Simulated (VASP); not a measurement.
Input of a VASP 6.6.1 run:

The input INCAR:

```
PREC     = Accurate       # precision mode
ENCUT    = 600            # plane-wave cutoff, eV
EDIFF    = 1E-6           # SCF threshold, eV
ISMEAR   = 0              # smearing method
SIGMA    = 0.1            # smearing width, eV
LREAL    = F              # projectors in reciprocal space
LASPH    = T              # aspherical terms in the spheres
NELM     = 80             # most SCF steps
ALGO     = Normal         # electronic algorithm
ISIF     = 3              # what is computed and relaxed
LWAVE    = F              # write WAVECAR
LCHARG   = F              # write CHGCAR
GGA      = PE             # functional
IBRION   = 2              # ionic algorithm
NSW      = 90             # ionic steps
EDIFFG   = -0.04          # ionic threshold
```

Contents of KPOINTS:

```
regular mesh
0
Gamma
  3 3 3
```

File POSCAR:

```
Si3Sb2
1.0
    3.1887431661      1.8410217253      5.8039914178
   -3.1887431661      1.8410217253      5.8039914178
    0.0000000000     -3.6820434508      5.8039914178
Si Sb
6 4
Direct
    0.0562500000      0.4437500000      0.7500000000
    0.7500000000      0.0562500000      0.4437500000
    0.4437500000      0.7500000000      0.0562500000
    0.9437500000      0.5562500000      0.2500000000
    0.2500000000      0.9437500000      0.5562500000
    0.5562500000      0.2500000000      0.9437500000
    0.8521800000      0.8521800000      0.8521800000
    0.6478200000      0.6478200000      0.6478200000
    0.1478200000      0.1478200000      0.1478200000
    0.3521800000      0.3521800000      0.3521800000
```

Potentials or basis: VASP PAW PBE potentials, release 64 (Si, Sb).

The run is started by

```bash
$ cat potpaw_PBE.64/Si/POTCAR potpaw_PBE.64/Sb/POTCAR > POTCAR
$ mpirun -np 1 vasp_std > vasp.out
```

(1) Estimate the band gap on the k mesh.

(2) What does it give for the relaxed cell?

(3) Estimate the space group after relaxing (to 0.05 Å).

(4) Estimate the relaxed volume.

## Answers

(1) zero (band 22 reaches 5.85 eV, above the bottom of band 23 at 5.73 eV).

(2) a = 8.223 Å, b = 8.223 Å, c = 8.223 Å, α = 45.23°, β = 45.23°, γ = 45.23°.

(3) R-3c (No. 167).

(4) 25.52 Å³/atom.

Caveat: the k points lie up to 0.39 Å⁻¹ apart in the final cell; the volume moved by over 15 % at a fixed basis, so the end points are rough; spin-orbit coupling is left out, which moves the levels of the heavy elements.
